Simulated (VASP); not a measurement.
Set up this calculation in VASP 6.6.1, as the native input.

```
Task                   : single point
Functional             : PBE
Potentials or basis    : VASP PAW PBE potentials, release 64 (Te)
Cutoff                 : 520 eV
k mesh                 : 8 × 8 × 11
Occupations            : fermi-dirac, width 0.08 eV
Spin                   : no spin polarisation
Dipole correction      : no
Further INCAR settings : ALGO = Normal; EDIFF = 1e-06; NBANDS = 16
```

The structure of Te lies in POSCAR:

```
Te
1.0
    4.6871724482      0.0000000000      0.0000000000
   -2.3435862241      4.0592104120      0.0000000000
    0.0000000000      0.0000000000      2.7618378941
Te
3
Direct
    0.0000000000      0.0000000000      0.0000000000
    0.3333333333      0.6666666667      0.5000000000
    0.6666666667      0.3333333333      0.5000000000
```

This isn't the form of Te at room conditions, which is trigonal, of chains.

One way to write it, as run:

INCAR

```
SYSTEM = Te
ALGO = Normal
EDIFF = 1E-6
ENCUT = 520
GGA = PE
ISIF = 2
ISMEAR = -1
LASPH = .True.
LCHARG = .True.
LELF = .True.
LREAL = .False.
LVHAR = .True.
LWAVE = .False.
NBANDS = 16
NELM = 100
PREC = Accurate
SIGMA = 0.08
```

KPOINTS

```
k-points
0
Gamma
  8 8 11
  0 0 0
```

Potentials or basis: VASP PAW PBE potentials, release 64 (Te).

Launch:

```console
$ cat potpaw_PBE.64/Te/POTCAR > POTCAR
$ mpirun -np 1 vasp_std > vasp.out
```

It gave:

The pressure is 87.4 GPa and the band gap on the k mesh is zero (bands 9 and 10 overlap by 9.14 eV).

Caveat: the cell stands under pressure; spin-orbit coupling is left out, which moves the levels of the heavy elements.

Wall time 16 s on 1 thread of Intel(R) Xeon(R) 6975P-C (Granite Rapids) (shared host), peak memory 0.19 GiB.
